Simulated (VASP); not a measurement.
The system is CSe2.

```
C Se
1.0
     3.11775    2.79587    0.00000
     3.11775   -2.79587    0.00000
     0.00000    0.00000   -8.62757
C Se
2 4
Cartesian
  0.0000 0.0000 0.0000
  3.1178 0.0000 -4.3138
  3.1178 -1.5450 -7.5336
  3.1178 -1.2509 -3.2198
  3.1178 1.5450 -1.0940
  3.1178 1.2509 -5.4078
```

Base run:

```yaml
Program: VASP 6.6.1
Functional: PBE
Potentials_or_basis: VASP PAW PBE potentials, release 64 (C, Se)
Cutoff: 520 eV
k_mesh: 4 × 4 × 2
Occupations: fermi-dirac, width 0.1 eV
Spin: no spin polarisation
```

Its results: band gap on the k mesh 1.56 eV, indirect (least direct gap 1.84 eV); pressure 7.2 GPa; largest force 1.969 eV/Å.

Task: The run is repeated on the same cell with these changes: k mesh from 4 × 4 × 2 to 4 × 4 × 2, shifted; further incar settings from ALGO = Normal; EDIFF = 1e-06; NBANDS = 25 to ALGO = Normal; EDIFF = 1e-07; NBANDS = 25. What comes out?

Result: Band gap on the k mesh 2.22 eV, indirect (least direct gap 2.25 eV); pressure 7.3 GPa; largest force 1.951 eV/Å.

Caveats: forces of over 1 eV/Å act on the atoms, so gaps and moduli don't describe the material at rest.

A k mesh can miss the band edges.
